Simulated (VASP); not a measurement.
# K (Im-3m) in VASP: single point with PBE

Aim: the single point of K with PBE.

Everything below comes from runs of VASP 6.6.1. Logs are shortened: lines on timing, memory, paths and dates and some standing lists are left out, and cuts for length are marked.

**1. The cell of the first run**

Symmetry: Im-3m, No. 229, cubic system. Conventional cell: a = 4.759 Å, b = 4.759 Å, c = 4.759 Å, α = 90.00°, β = 90.00°, γ = 90.00°. Within 5.4 Å of K (site symmetry m-3m) lie 14 K at 4.12 to 4.76 Å.

**2. Single point, PBE (Li replaced by K, lengths x 1.352, strained)**

Contents of INCAR:

```
PREC = Accurate
ENCUT = 520
EDIFF = 1E-7
ISMEAR = 0
SIGMA = 0.1
LREAL = F
LASPH = T
NELM = 100
ALGO = Fast
ISIF = 2
LWAVE = F
LCHARG = F
GGA = PE
NBANDS = 10
```

Contents of KPOINTS:

```
regular mesh
0
Gamma
  12 12 12
```

Contents of POSCAR:

```
K
1.0
   -2.3796859570      2.3796859570      2.3796859570
    2.3796859570     -2.3796859570      2.3796859570
    2.3796859570      2.3796859570     -2.3796859570
K
1
Direct
    0.0000000000      0.0000000000      0.0000000000
```

Potentials or basis: VASP PAW PBE potentials, release 64 (K_sv).

Run with:

```bash
$ cat potpaw_PBE.64/K_sv/POTCAR > POTCAR
$ mpirun -np 1 vasp_std > vasp.out
```

OUTCAR:

```text
PREC = Accurate
   ENCUT = 520
   EDIFF = 1E-7
   ISMEAR = 0
   LREAL = F
   LASPH = T
   NELM = 100
   ISIF = 2
   GGA = PE

 ion  position               nearest neighbor table
   1  0.000  0.000  0.000-

  LATTYP: Found a body centered cubic cell.
 ALAT       =     4.7593719140

  Lattice vectors:

 A1 = (  -2.3796859570,   2.3796859570,   2.3796859570)
 A2 = (   2.3796859570,  -2.3796859570,   2.3796859570)
 A3 = (   2.3796859570,   2.3796859570,  -2.3796859570)

Analysis of symmetry for initial positions (statically):
=====================================================================
 Subroutine PRICEL returns:
 Original cell was already a primitive cell.

 Routine SETGRP: Setting up the symmetry group for a
 body centered cubic supercell.

 Subroutine GETGRP returns: Found 48 space group operations
 (whereof 48 operations were pure point group operations)
 out of a pool of 48 trial point group operations.

The static configuration has the point symmetry O_h .

Analysis of symmetry for dynamics (positions and initial velocities):
=====================================================================
 Subroutine PRICEL returns:
 Original cell was already a primitive cell.

 Routine SETGRP: Setting up the symmetry group for a
 body centered cubic supercell.

 Subroutine GETGRP returns: Found 48 space group operations
 (whereof 48 operations were pure point group operations)
 out of a pool of 48 trial point group operations.

The dynamic configuration has the point symmetry O_h .

 Subroutine INISYM returns: Found 48 space group operations
 (whereof 48 operations are pure point group operations),
 and found     1 'primitive' translations

----------------------------------------------------------------------------------------

                                     Primitive cell

  volume of cell :      53.9037

  direct lattice vectors                    reciprocal lattice vectors
    -2.379685957  2.379685957  2.379685957     0.000000000  0.210111758  0.210111758
     2.379685957 -2.379685957  2.379685957     0.210111758  0.000000000  0.210111758
     2.379685957  2.379685957 -2.379685957     0.210111758  0.210111758  0.000000000

  length of vectors
     4.121736984  4.121736984  4.121736984     0.297142898  0.297142898  0.297142898

  position of ions in fractional coordinates (direct lattice)
     0.000000000  0.000000000  0.000000000

  ion indices of the primitive-cell ions
   primitive index   ion index
                 1           1

----------------------------------------------------------------------------------------

 KPOINTS: regular mesh

Automatic generation of k-mesh.
 Grid dimensions read from file:
 generate k-points for:   12   12   12

 Generating k-lattice:

  Cartesian coordinates                     Fractional coordinates (reciprocal lattice)
     0.000000000  0.017509313  0.017509313     0.083333333  0.000000000  0.000000000
     0.017509313  0.000000000  0.017509313     0.000000000  0.083333333  0.000000000
     0.017509313  0.017509313  0.000000000     0.000000000  0.000000000  0.083333333

  Length of vectors
     0.024761908  0.024761908  0.024761908

  Shift w.r.t. Gamma in fractional coordinates (k-lattice)
     0.000000000  0.000000000  0.000000000

 Subroutine IBZKPT returns following result:
 ===========================================

 Found     72 irreducible k-points:

 Following reciprocal coordinates:
            Coordinates               Weight
  0.000000  0.000000  0.000000      1.000000
  0.083333  0.000000  0.000000     12.000000
  0.166667  0.000000  0.000000     12.000000
  0.250000  0.000000  0.000000     12.000000
  0.333333  0.000000  0.000000     12.000000
  0.416667  0.000000  0.000000     12.000000
[... 16 lines left out ...]
  0.333333  0.083333  0.083333     24.000000
  0.416667  0.083333  0.083333     12.000000
 [... further k-points ...]
   k-points           NKPTS =     72   k-points in BZ     NKDIM =     72   number of bands    NBANDS=     10
   number of dos      NEDOS =    301   number of ions     NIONS =      1
   total plane-waves  NPLWV =  32768
   dimension x,y,z NGX =    32 NGY =   32 NGZ =   32
   dimension x,y,z NGXF=    64 NGYF=   64 NGZF=   64
   ions per type =               1
   NGX,Y,Z   is equivalent  to a cutoff of  12.91, 12.91, 12.91 a.u.
   NGXF,Y,Z  is equivalent  to a cutoff of  25.81, 25.81, 25.81 a.u.
 SYSTEM =  unknown system
   PREC   = accura    normal or accurate (medium, high low for compatibility)
   ISTART =      0    job   : 0-new  1-cont  2-samecut
   ICHARG =      2    charge: 1-file 2-atom 10-const
   ISPIN  =      1    spin polarized calculation?
   LNONCOLLINEAR =      F non collinear calculations
   LSORBIT =      F    spin-orbit coupling
   LASPH  =      T    aspherical Exc in radial PAW
   ENCUT  =  520.0 eV  38.22 Ry    6.18 a.u.   7.66  7.66  7.66*2*pi/ulx,y,z
   NELM   =    100;   NELMIN=  2; NELMDL= -5     # of ELM steps
   EDIFF  = 0.1E-06   stopping-criterion for ELM
   LREAL  =      F    real-space projection
   EDIFFG = 0.1E-05   stopping-criterion for IOM
   NSW    =      0    number of steps for IOM
   IBRION =     -1    ionic relax: 0-MD 1-quasi-New 2-CG
   NFREE  =      0    steps in history (QN), initial steepest desc. (CG)
   ISIF   =      2    stress and relaxation
   ISYM   =      2    0-nonsym 1-usesym 2-fastsym
   POTIM  = 0.5000    time-step for ionic-motion
   TEBEG  =    0.0;   TEEND  =   0.0 temperature during run
   PSTRESS=    0.0 pullay stress
   NELECT =       9.0000    total number of electrons
   NUPDOWN=      -1.0000    fix difference up-down
   EMIN   =  10.00;   EMAX   =-10.00  energy-range for DOS
   EFERMI =   0.00;   METHOD = LEGACY
   ISMEAR =     0;   SIGMA  =   0.10  broadening in eV -4-tet -1-fermi 0-gaus
   EFERMI_NEDOS =   21; number of points for ismear=-14 and -15
   IALGO  =     68    algorithm
   IMIX   =      4    mixing-type and parameters
     AMIX     =   0.40;   BMIX     =  1.00
     AMIX_MAG =   1.60;   BMIX_MAG =  1.00
  volume/ion in A,a.u.               =      53.90       363.76
  Fermi-wavevector in a.u.,A,eV,Ry     =   0.901466  1.703524 11.056652  0.812641
  Thomas-Fermi vector in A             =   2.024550
   LORBIT       =      0    0 simple, 1 ext, 2 COOP (PROOUT), +10 PAW based schemes
   GGA     = PE    functional components
   LHFCALC =     F    Hartree Fock is set to
   AEXX    =    0.0000 exact exchange contribution
   IVDW    =     0    specifies the selected vdW correction
   LEPSILON=     F    determine dielectric tensor
   LRPA    =     F    only Hartree local field effects (RPA)
 non-spin polarized calculation
 RMM-DIIS sequential band-by-band and
 Gauss-broadening in eV      SIGMA  =   0.10
  energy-cutoff  :      520.00
  volume of cell :       53.90
 maximum number of plane-waves:      1481
   NGX = 15   NGY = 15   NGZ = 15

 number of electron       9.0000000 magnetization

 Free energy of the ion-electron system (eV)
  ---------------------------------------------------
  ext. energy  EPLUGINS =         0.00000000
  ---------------------------------------------------
  free energy    TOTEN  =        -0.94984411 eV

  energy without entropy =       -0.94531543  energy(sigma->0) =       -0.94757977

 E-fermi :   0.6905     XC(G=0):  -6.4624

 val. band max:        0.6785828050   @ k =   0.2500   0.2500   0.0000
 cond. band min:       0.7429734036   @ k =   0.3333   0.1667   0.0000
 fundamental gap:      0.0643905987
 Fermi energy:         0.6904739280

 k-point     1 :       0.0000    0.0000    0.0000
  band No.  band energies     occupation
      1     -31.3228      2.00000
      2     -14.7283      2.00000
      3     -14.7283      2.00000
      4     -14.7283      2.00000
      5      -1.9315      2.00000
      6       5.2478      0.00000
      7       5.2478      0.00000
      8       5.2478      0.00000
      9       6.3778      0.00000
     10       6.3778      0.00000

 k-point     2 :       0.0833    0.0000    0.0000
  band No.  band energies     occupation
      1     -31.3217      2.00000
      2     -14.7417      2.00000
      3     -14.7324      2.00000
      4     -14.7283      2.00000
      5      -1.8188      2.00000
      6       5.1144      0.00000
      7       5.1148      0.00000
      8       5.3479      0.00000
      9       6.1918      0.00000
     10       6.3568      0.00000

 k-point     3 :       0.1667    0.0000    0.0000
  band No.  band energies     occupation
      1     -31.3185      2.00000
      2     -14.7782      2.00000
      3     -14.7437      2.00000
      4     -14.7285      2.00000
      5      -1.4890      2.00000
      6       4.5814      0.00000
      7       4.7999      0.00000
      8       5.6444      0.00000
      9       6.0841      0.00000
     10       6.3310      0.00000

 k-point     4 :       0.2500    0.0000    0.0000
  band No.  band energies     occupation
      1     -31.3142      2.00000
      2     -14.8271      2.00000
      3     -14.7591      2.00000
      4     -14.7288      2.00000
      5      -0.9672      2.00000
      6       3.8059      0.00000
      7       4.4483      0.00000
      8       6.1266      0.00000
      9       6.1900      0.00000
     10       6.3693      0.00000
[... 222 lines left out ...]
 k-point    22 :       0.2500    0.0833    0.0833
  band No.  band energies     occupation
      1     -31.3091      2.00000
      2     -14.8763      2.00000
      3     -14.7753      2.00000
      4     -14.7404      2.00000
      5      -0.0996      2.00000
      6       3.0225      0.00000
      7       3.7530      0.00000
      8       6.4234      0.00000
      9       6.7103      0.00000
     10       6.7693      0.00000

 k-point    23 :       0.3333    0.0833    0.0833
  band No.  band energies     occupation
      1     -31.3063      2.00000
      2     -14.9001      2.00000
      3     -14.7918      2.00000
      4     -14.7413      2.00000
      5       0.6584      1.34951
      6       2.2904      0.00000
      7       3.5855      0.00000
      8       6.3231      0.00000
      9       6.9143      0.00000
     10       7.2370      0.00000

 k-point    24 :       0.4167    0.0833    0.0833
  band No.  band energies     occupation
      1     -31.3053      2.00000
      2     -14.9085      2.00000
      3     -14.7980      2.00000
      4     -14.7416      2.00000
      5       1.2966      0.00000
      6       1.6745      0.00000
      7       3.5291      0.00000
      8       6.2238      0.00000
      9       7.0342      0.00000
     10       7.4832      0.00000

 [... further k-points ...]
[... 5 lines left out ...]
  --------------------------------------------------------------------------------------
  -------------------------------------------------------------------------------------
  Total        0.6782324      0.6782324      0.6782324     -0.0000000     -0.0000000      0.0000000
  in kB       20.1590563     20.1590563     20.1590563     -0.0000000     -0.0000000      0.0000000
  external PRESSURE =      20.1590563 kB  Pullay stress =       0.0000000 kB

 VOLUME and BASIS-vectors are now :
 -----------------------------------------------------------------------------
  energy-cutoff  :      520.00
  volume of cell :       53.90
      direct lattice vectors                 reciprocal lattice vectors
    -2.379685957  2.379685957  2.379685957     0.000000000  0.210111758  0.210111758
     2.379685957 -2.379685957  2.379685957     0.210111758  0.000000000  0.210111758
     2.379685957  2.379685957 -2.379685957     0.210111758  0.210111758  0.000000000

 POSITION                                       TOTAL-FORCE (eV/Angst)
 -----------------------------------------------------------------------------------
      0.00000      0.00000      0.00000        -0.000000     -0.000000      0.000000
 -----------------------------------------------------------------------------------
    total drift:                                0.000000      0.000000     -0.000000

  FREE ENERGIE OF THE ION-ELECTRON SYSTEM (eV)
  ---------------------------------------------------
  free  energy   TOTEN  =        -0.9498441091 eV

  energy  without entropy=       -0.9453154290  energy(sigma->0) =       -0.94757977
```

Run time: 27 s. Hardware: 1 thread of Intel Xeon Platinum 8488C (Sapphire Rapids), shared host; peak memory 0.19 GiB.

What came out:

```yaml
Free_energy: -0.9498 eV
Pressure: 2.0 GPa
```

Caveat: the cell differs from its parent crystal (Li replaced by K, lengths x 1.352, strained).
